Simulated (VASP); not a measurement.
# FeO (Fm-3m) in VASP: settings compared

FeO is run at these levels: PBE, LDA; tasks: single point.

Everything below comes from runs of VASP 6.6.1. Logs are shortened: lines on timing, memory, paths and dates and some standing lists are left out, and cuts for length are marked.

## (1) The cell of the first run

It takes space group Fm-3m (No. 225, cubic). Conventional cell: a = 3.964 Å, b = 3.964 Å, c = 3.964 Å, α = 90.00°, β = 90.00°, γ = 90.00°. Fe (site symmetry m-3m) has 6 O at 1.98 Å within 2.6 Å. O (site symmetry m-3m) has 6 Fe at 1.98 Å within 2.6 Å.

## (2) Single point, PBE

The input, INCAR:

```
PREC = Accurate
ENCUT = 600
EDIFF = 1E-6
ISMEAR = -1
SIGMA = 0.1
LREAL = F
LASPH = T
NELM = 120
ALGO = Normal
ISIF = 2
LWAVE = F
LCHARG = F
GGA = PE
NBANDS = 14
GGA_COMPAT = F
```

The input, KPOINTS:

```
regular mesh
0
Gamma
  8 8 8
```

The input, POSCAR:

```
FeO
1.0
    0.0000000000      1.9822290000      1.9822290000
    1.9822290000      0.0000000000      1.9822290000
    1.9822290000      1.9822290000      0.0000000000
Fe O
1 1
Direct
    0.0000000000      0.0000000000      0.0000000000
    0.5000000000      0.5000000000      0.5000000000
```

Potentials or basis: VASP PAW PBE potentials, release 64 (Fe, O).

The run is started by

```
$ cat potpaw_PBE.64/Fe/POTCAR potpaw_PBE.64/O/POTCAR > POTCAR
$ mpirun -np 1 vasp_std > vasp.out
```

OUTCAR:

```text
PREC = Accurate
   ENCUT = 600
   EDIFF = 1E-6
   ISMEAR = -1
   LREAL = F
   LASPH = T
   NELM = 120
   ISIF = 2
   GGA = PE

 ion  position               nearest neighbor table
   1  0.000  0.000  0.000-   2 1.98   2 1.98   2 1.98   2 1.98   2 1.98   2 1.98
   2  0.500  0.500  0.500-   1 1.98   1 1.98   1 1.98   1 1.98   1 1.98   1 1.98

  LATTYP: Found a face centered cubic cell.
 ALAT       =     3.9644580000

  Lattice vectors:

 A1 = (   0.0000000000,   1.9822290000,   1.9822290000)
 A2 = (   1.9822290000,   0.0000000000,   1.9822290000)
 A3 = (   1.9822290000,   1.9822290000,   0.0000000000)

Analysis of symmetry for initial positions (statically):
=====================================================================
 Subroutine PRICEL returns:
 Original cell was already a primitive cell.

 Routine SETGRP: Setting up the symmetry group for a
 face centered cubic supercell.

 Subroutine GETGRP returns: Found 48 space group operations
 (whereof 48 operations were pure point group operations)
 out of a pool of 48 trial point group operations.

The static configuration has the point symmetry O_h .

Analysis of symmetry for dynamics (positions and initial velocities):
=====================================================================
 Subroutine PRICEL returns:
 Original cell was already a primitive cell.

 Routine SETGRP: Setting up the symmetry group for a
 face centered cubic supercell.

 Subroutine GETGRP returns: Found 48 space group operations
 (whereof 48 operations were pure point group operations)
 out of a pool of 48 trial point group operations.

The dynamic configuration has the point symmetry O_h .

 Subroutine INISYM returns: Found 48 space group operations
 (whereof 48 operations are pure point group operations),
 and found     1 'primitive' translations

----------------------------------------------------------------------------------------

                                     Primitive cell

  volume of cell :      15.5773

  direct lattice vectors                    reciprocal lattice vectors
     0.000000000  1.982229000  1.982229000    -0.252241290  0.252241290  0.252241290
     1.982229000  0.000000000  1.982229000     0.252241290 -0.252241290  0.252241290
     1.982229000  1.982229000  0.000000000     0.252241290  0.252241290 -0.252241290

  length of vectors
     2.803295136  2.803295136  2.803295136     0.436894730  0.436894730  0.436894730

  position of ions in fractional coordinates (direct lattice)
     0.000000000  0.000000000  0.000000000
     0.500000000  0.500000000  0.500000000

  ion indices of the primitive-cell ions
   primitive index   ion index
                 1           1
                 2           2

----------------------------------------------------------------------------------------

 KPOINTS: regular mesh

Automatic generation of k-mesh.
 Grid dimensions read from file:
 generate k-points for:    8    8    8

 Generating k-lattice:

  Cartesian coordinates                     Fractional coordinates (reciprocal lattice)
    -0.031530161  0.031530161  0.031530161     0.125000000  0.000000000  0.000000000
     0.031530161 -0.031530161  0.031530161     0.000000000  0.125000000  0.000000000
     0.031530161  0.031530161 -0.031530161     0.000000000  0.000000000  0.125000000

  Length of vectors
     0.054611841  0.054611841  0.054611841

  Shift w.r.t. Gamma in fractional coordinates (k-lattice)
     0.000000000  0.000000000  0.000000000

 Subroutine IBZKPT returns following result:
 ===========================================

 Found     29 irreducible k-points:

 Following reciprocal coordinates:
            Coordinates               Weight
  0.000000  0.000000  0.000000      1.000000
  0.125000  0.000000  0.000000      8.000000
  0.250000  0.000000  0.000000      8.000000
  0.375000  0.000000  0.000000      8.000000
  0.500000  0.000000  0.000000      4.000000
  0.125000  0.125000  0.000000      6.000000
[... 16 lines left out ...]
  0.500000  0.250000  0.125000     48.000000
 -0.375000  0.250000  0.125000     24.000000
 [... further k-points ...]
   k-points           NKPTS =     29   k-points in BZ     NKDIM =     29   number of bands    NBANDS=     14
   number of dos      NEDOS =    301   number of ions     NIONS =      2
   total plane-waves  NPLWV =  13824
   dimension x,y,z NGX =    24 NGY =   24 NGZ =   24
   dimension x,y,z NGXF=    48 NGYF=   48 NGZF=   48
   ions per type =               1   1
   NGX,Y,Z   is equivalent  to a cutoff of  14.23, 14.23, 14.23 a.u.
   NGXF,Y,Z  is equivalent  to a cutoff of  28.47, 28.47, 28.47 a.u.
 SYSTEM =  unknown system
   PREC   = accura    normal or accurate (medium, high low for compatibility)
   ISTART =      0    job   : 0-new  1-cont  2-samecut
   ICHARG =      2    charge: 1-file 2-atom 10-const
   ISPIN  =      1    spin polarized calculation?
   LNONCOLLINEAR =      F non collinear calculations
   LSORBIT =      F    spin-orbit coupling
   LASPH  =      T    aspherical Exc in radial PAW
   ENCUT  =  600.0 eV  44.10 Ry    6.64 a.u.   5.60  5.60  5.60*2*pi/ulx,y,z
   NELM   =    120;   NELMIN=  2; NELMDL= -5     # of ELM steps
   EDIFF  = 0.1E-05   stopping-criterion for ELM
   LREAL  =      F    real-space projection
   EDIFFG = 0.1E-04   stopping-criterion for IOM
   NSW    =      0    number of steps for IOM
   IBRION =     -1    ionic relax: 0-MD 1-quasi-New 2-CG
   NFREE  =      0    steps in history (QN), initial steepest desc. (CG)
   ISIF   =      2    stress and relaxation
   ISYM   =      2    0-nonsym 1-usesym 2-fastsym
   POTIM  = 0.5000    time-step for ionic-motion
   TEBEG  =    0.0;   TEEND  =   0.0 temperature during run
   PSTRESS=    0.0 pullay stress
   NELECT =      14.0000    total number of electrons
   NUPDOWN=      -1.0000    fix difference up-down
   EMIN   =  10.00;   EMAX   =-10.00  energy-range for DOS
   EFERMI =   0.00;   METHOD = LEGACY
   ISMEAR =    -1;   SIGMA  =   0.10  broadening in eV -4-tet -1-fermi 0-gaus
   EFERMI_NEDOS =   21; number of points for ismear=-14 and -15
   IALGO  =     38    algorithm
   IMIX   =      4    mixing-type and parameters
     AMIX     =   0.40;   BMIX     =  1.00
     AMIX_MAG =   1.60;   BMIX_MAG =  1.00
  volume/ion in A,a.u.               =       7.79        52.56
  Fermi-wavevector in a.u.,A,eV,Ry     =   1.579866  2.985515 33.959839  2.495978
  Thomas-Fermi vector in A             =   2.680181
   LORBIT       =      0    0 simple, 1 ext, 2 COOP (PROOUT), +10 PAW based schemes
   GGA     = PE    functional components
   LHFCALC =     F    Hartree Fock is set to
   AEXX    =    0.0000 exact exchange contribution
   IVDW    =     0    specifies the selected vdW correction
   LEPSILON=     F    determine dielectric tensor
   LRPA    =     F    only Hartree local field effects (RPA)
 non-spin polarized calculation
  energy-cutoff  :      600.00
  volume of cell :       15.58
 maximum number of plane-waves:       534
 NGX is ok and might be reduce to    24
   NGX = 11   NGY = 11   NGZ = 11

 number of electron      14.0000007 magnetization

 Free energy of the ion-electron system (eV)
  ---------------------------------------------------
  ext. energy  EPLUGINS =         0.00000000
  ---------------------------------------------------
  free energy    TOTEN  =       -13.72083726 eV

  energy without entropy =      -13.58550830  energy(sigma->0) =      -13.65317278

 E-fermi :   8.7161     XC(G=0): -13.6905

 val. band max:        8.7126335742   @ k =   0.3750   0.3750   0.0000
 cond. band min:       8.7175959072   @ k =   0.5000   0.3750   0.0000
 fundamental gap:      0.0049623330
 Fermi energy:         8.7161175329

 k-point     1 :       0.0000    0.0000    0.0000
  band No.  band energies     occupation
      1     -14.1543      2.00000
      2       3.9827      2.00000
      3       3.9827      2.00000
      4       3.9827      2.00000
      5       6.6999      2.00000
      6       6.7000      2.00000
      7       6.7000      2.00000
      8       7.4399      1.99999
      9       7.4401      1.99999
     10      11.2519      0.00000
     11      25.6873      0.00000
     12      29.1566      0.00000
     13      29.1566      0.00000
     14      29.1567      0.00000

 k-point     2 :       0.1250    0.0000    0.0000
  band No.  band energies     occupation
      1     -13.9287      2.00000
      2       2.7987      2.00000
      3       3.3191      2.00000
      4       3.3192      2.00000
      5       6.9411      2.00000
      6       6.9412      2.00000
      7       7.0238      2.00000
      8       8.1959      1.98905
      9       8.1960      1.98904
     10      12.1564      0.00000
     11      24.2763      0.00000
     12      28.7463      0.00000
     13      28.7463      0.00000
     14      30.0125      0.00000

 k-point     3 :       0.2500    0.0000    0.0000
  band No.  band energies     occupation
      1     -13.3370      2.00000
      2       0.7075      2.00000
      3       2.2677      2.00000
      4       2.2678      2.00000
      5       7.4578      1.99999
      6       7.4579      1.99999
      7       7.5580      1.99998
      8       9.5831      0.00034
      9       9.5832      0.00034
     10      13.7798      0.00000
     11      21.9317      0.00000
     12      26.9709      0.00000
     13      26.9709      0.00000
     14      31.3882      0.00000

 k-point     4 :       0.3750    0.0000    0.0000
  band No.  band energies     occupation
      1     -12.6553      2.00000
      2      -1.0332      2.00000
      3       1.5145      2.00000
      4       1.5146      2.00000
      5       8.0028      1.99840
      6       8.0029      1.99840
      7       8.2307      1.98453
      8      10.7320      0.00000
      9      10.7321      0.00000
     10      14.4671      0.00000
     11      20.6717      0.00000
     12      25.0031      0.00000
     13      25.0031      0.00000
     14      32.5908      0.00000

 k-point     5 :       0.5000    0.0000    0.0000
  band No.  band energies     occupation
      1     -12.3354      2.00000
      2      -1.7221      2.00000
      3       1.2487      2.00000
      4       1.2488      2.00000
      5       8.2421      1.98268
      6       8.2422      1.98267
      7       8.6250      1.42665
      8      11.1842      0.00000
      9      11.1843      0.00000
     10      14.2817      0.00000
     11      20.5996      0.00000
[... 276 lines left out ...]
 k-point    22 :       0.3750    0.2500    0.1250
  band No.  band energies     occupation
      1     -12.9967      2.00000
      2       0.0114      2.00000
      3       2.0216      2.00000
      4       2.2058      2.00000
      5       6.6665      2.00000
      6       8.1276      1.99445
      7       8.2471      1.98179
      8       8.6735      1.20997
      9      10.2226      0.00000
     10      15.5111      0.00000
     11      21.8241      0.00000
     12      23.4250      0.00000
     13      27.1308      0.00000
     14      29.0507      0.00000

 k-point    23 :       0.5000    0.2500    0.1250
  band No.  band energies     occupation
      1     -12.5344      2.00000
      2      -0.6219      2.00000
      3       1.2609      2.00000
      4       1.6030      2.00000
      5       7.2435      2.00000
      6       8.3007      1.96909
      7       8.5305      1.72965
      8       9.3140      0.00505
      9      10.6895      0.00000
     10      16.6662      0.00000
     11      20.5256      0.00000
     12      22.0522      0.00000
     13      25.8957      0.00000
     14      30.8937      0.00000

 k-point    24 :      -0.3750    0.2500    0.1250
  band No.  band energies     occupation
      1     -12.3299      2.00000
      2      -0.8702      2.00000
      3       0.9176      2.00000
      4       1.4003      2.00000
      5       7.8149      1.99976
      6       8.0422      1.99764
      7       8.6011      1.51915
      8       9.9145      0.00001
      9      10.5740      0.00000
     10      17.0101      0.00000
     11      20.1370      0.00000
     12      21.7360      0.00000
     13      25.2915      0.00000
     14      32.5341      0.00000

 [... further k-points ...]

------------------------ aborting loop because EDIFF is reached ----------------------------------------

  FORCE on cell =-STRESS in cart. coord.  units (eV):
  Direction    XX          YY          ZZ          XY          YZ          ZX
  --------------------------------------------------------------------------------------
  -------------------------------------------------------------------------------------
  Total        3.0057587      3.0057587      3.0057587      0.0000000      0.0000000     -0.0000000
  in kB      309.1528288    309.1528288    309.1528288      0.0000000      0.0000000     -0.0000000
  external PRESSURE =     309.1528288 kB  Pullay stress =       0.0000000 kB

 VOLUME and BASIS-vectors are now :
 -----------------------------------------------------------------------------
  energy-cutoff  :      600.00
  volume of cell :       15.58
      direct lattice vectors                 reciprocal lattice vectors
     0.000000000  1.982229000  1.982229000    -0.252241290  0.252241290  0.252241290
     1.982229000  0.000000000  1.982229000     0.252241290 -0.252241290  0.252241290
     1.982229000  1.982229000  0.000000000     0.252241290  0.252241290 -0.252241290

 POSITION                                       TOTAL-FORCE (eV/Angst)
 -----------------------------------------------------------------------------------
      0.00000      0.00000      0.00000         0.000000      0.000000      0.000000
      1.98223      1.98223      1.98223        -0.000000     -0.000000     -0.000000
 -----------------------------------------------------------------------------------
    total drift:                                0.000000     -0.000000     -0.000000

  FREE ENERGIE OF THE ION-ELECTRON SYSTEM (eV)
  ---------------------------------------------------
  free  energy   TOTEN  =       -13.7208372645 eV

  energy  without entropy=      -13.5855082966  energy(sigma->0) =      -13.65317278
```

Run time: 14 s. Hardware: 1 thread of Intel Xeon 8259CL, shared host; peak memory 0.14 GiB.

Results:

- Free energy: -13.7208 eV
- Pressure: 30.9 GPa
- Band gap on the k mesh: zero (band 7 reaches 8.74 eV, above the bottom of band 8 at 7.44 eV)

Levels at points of the mesh, in eV from the Fermi level:
```tsv
k point	band 4	band 5	band 6	band 7	band 8	band 9	band 10	band 11
(0.00, 0.00, 0.00)	-4.73	-2.02	-2.02	-2.02	-1.28	-1.28	2.54	16.97
(0.50, 0.00, 0.00)	-7.47	-0.47	-0.47	-0.09	2.47	2.47	5.57	11.88
(0.50, 0.50, 0.00)	-6.10	-3.83	-0.55	0.02	0.02	0.47	8.64	11.04
```

Caveat: the run has no spin polarisation, though such a crystal can be magnetic; semilocal functionals often make such compounds metallic where correlation or magnetic order opens a gap, which also shifts bond lengths.

[end of part 1 of 2]
